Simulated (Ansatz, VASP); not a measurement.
This is a calculation of CuO for VASP 6.6.1.

File INCAR:

```
PREC = Accurate
ENCUT = 700
EDIFF = 1E-6
ISMEAR = -1
SIGMA = 0.05
LREAL = False
LASPH = True
NELM = 120
ALGO = Normal
ISIF = 2
LWAVE = False
LCHARG = False
GGA = RP
NBANDS = 33
GGA_COMPAT = False
```

KPOINTS

```
Automatic mesh
0
Gamma
  10 10 5
```

POSCAR

```
CuO
1.0
    2.3446497600     -1.7133998200      0.0000000000
    2.3446497600      1.7133998200      0.0000000000
   -0.8605499100      0.0000000000      5.0594394800
Cu O
2 2
Direct
    0.0032000000      0.4968000000      0.0000000000
    0.4968000000      0.0032000000      0.5000000000
    0.5714000000      0.4056000000      0.2537000000
    0.4056000000      0.5714000000      0.7537000000
```

Potentials or basis: VASP PAW PBE potentials, release 64 (Cu_sv_GW, O).

Command:

```sh
$ cat potpaw_PBE.64/Cu_sv_GW/POTCAR potpaw_PBE.64/O/POTCAR > POTCAR
$ mpirun -np 1 vasp_std > vasp.out
```

**Question.** Translate it to Ansatz 0.2.0. Potentials there: Ansatz PAW.

**Answer.** As run (the cutoff follows the program's own potentials):

Contents of input.yaml:

```yaml
crystal:
  lattice:
    - [2.34464976, -1.71339982, 0.0]
    - [2.34464976, 1.71339982, 0.0]
    - [-0.86054991, 0.0, 5.05943948]
  atoms:
    - { symbol: Cu, position: [0.0032, 0.4968, 0.0] }
    - { symbol: Cu, position: [0.4968, 0.0032, 0.5] }
    - { symbol: O, position: [0.5714, 0.4056, 0.2537] }
    - { symbol: O, position: [0.4056, 0.5714, 0.7537] }
hamiltonian:
  xc: rpbe
  pseudopotentials: { kind: paw }
kpoints:
  mp_grid: { grid: [10, 10, 5] }
scf:
  occupations: { method: fermi_dirac, width: 0.05 }
output:
  forces: true
  stress: true
  eigenvalues: true
```

Potentials or basis: Ansatz PAW.

Command:

```console
$ ansatz run input.yaml --threads 2 --pin off --max-ram 5632MiB --backend cpu --events-out ev --progress --plain --runs-dir out
```

Both were run:

|  | VASP | Ansatz | Ansatz less VASP |
| --- | --- | --- | --- |
| gap on the k mesh at the Fermi level (eV) | none | none | - |
| pressure (GPa) | 8.3 | 11.3 | +2.98 |
| traceless stress, the component that is largest in VASP (GPa) | -2.16 | -2.21 | -0.045 |
| rms of the force components (eV/Å) | 0.443 | 0.440 | -0.0030 |

VASP's potentials were made for PBE, not for RPBE. Atom by atom the forces differ by 0.004 eV/Å (rms over components). A gap of «none» marks a metal or a gap that the smearing closes.
